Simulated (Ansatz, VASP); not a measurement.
## Two plane-wave programs on Ta3I2

The input INCAR:

```
PREC = Accurate ; ENCUT = 520
EDIFF = 1E-7 ; ISMEAR = 0
SIGMA = 0.1 ; LREAL = False
LASPH = True ; NELM = 80
ALGO = Normal ; ISIF = 2
LWAVE = False ; LCHARG = True
GGA = PE ; LELF = True
LVHAR = True ; NBANDS = 58
```

The input KPOINTS:

```
Automatic mesh
0
Gamma
  3 3 3
```

Contents of POSCAR:

```
Ta3I2
1.0
    3.5198266386      2.0321728573      6.4066130567
   -3.5198266386      2.0321728573      6.4066130567
    0.0000000000     -4.0643457147      6.4066130567
Ta I
6 4
Direct
    0.0562500000      0.4437500000      0.7500000000
    0.7500000000      0.0562500000      0.4437500000
    0.4437500000      0.7500000000      0.0562500000
    0.9437500000      0.5562500000      0.2500000000
    0.2500000000      0.9437500000      0.5562500000
    0.5562500000      0.2500000000      0.9437500000
    0.8521800000      0.8521800000      0.8521800000
    0.6478200000      0.6478200000      0.6478200000
    0.1478200000      0.1478200000      0.1478200000
    0.3521800000      0.3521800000      0.3521800000
```

Input for Ansatz:

```yaml
crystal:
  lattice:
    - [3.5198266386, 2.0321728573, 6.4066130567]
    - [-3.5198266386, 2.0321728573, 6.4066130567]
    - [0.0, -4.0643457147, 6.4066130567]
  atoms:
    - { symbol: Ta, position: [0.05625, 0.44375, 0.75] }
    - { symbol: Ta, position: [0.75, 0.05625, 0.44375] }
    - { symbol: Ta, position: [0.44375, 0.75, 0.05625] }
    - { symbol: Ta, position: [0.94375, 0.55625, 0.25] }
    - { symbol: Ta, position: [0.25, 0.94375, 0.55625] }
    - { symbol: Ta, position: [0.55625, 0.25, 0.94375] }
    - { symbol: I, position: [0.85218, 0.85218, 0.85218] }
    - { symbol: I, position: [0.64782, 0.64782, 0.64782] }
    - { symbol: I, position: [0.14782, 0.14782, 0.14782] }
    - { symbol: I, position: [0.35218, 0.35218, 0.35218] }
basis:
  ecutwfc: 420
kpoints:
  mp_grid: { grid: [3, 3, 3] }
hamiltonian:
  xc: pbe
scf:
  occupations: { method: gaussian, width: 0.1 }
  lower_state_search: "off"
output:
  forces: true
  stress: true
  eigenvalues: true
```

Alike in both runs: task single point; functional PBE; k mesh 3 × 3 × 3; occupations gaussian, width 0.1 eV; no spin polarisation.

|  | VASP | Ansatz |
| --- | --- | --- |
| version | VASP 6.6.1 | Ansatz 0.2.0 |
| potentials or method | VASP PAW PBE potentials, release 64 (Ta_pv, I), cutoff 520 eV | scalar-relativistic, plane waves, PAW |
| valence electrons in the cell | 94 | 146 |

|  | VASP | Ansatz | Ansatz less VASP |
| --- | --- | --- | --- |
| gap on the k mesh at the Fermi level (eV) | none | none | - |
| pressure (GPa) | -8.2 | -8.1 | +0.03 |
| traceless stress, the component that is largest in VASP (GPa) | -1.67 | -1.68 | -0.008 |
| rms of the force components (eV/Å) | 0.373 | 0.374 | +0.0006 |

Atom by atom the forces differ by 0.002 eV/Å (rms over components). A gap of «none» marks a metal or a gap that the smearing closes. The functional is the same, so the differences come from potentials, cutoffs and numerics. VASP's potentials hold 94 valence electrons a cell and Ansatz's 146, so a difference there can come from the potentials and not from the codes.

The k mesh is coarse, so the values compare programs but aren't converged. Spin-orbit coupling is off throughout.
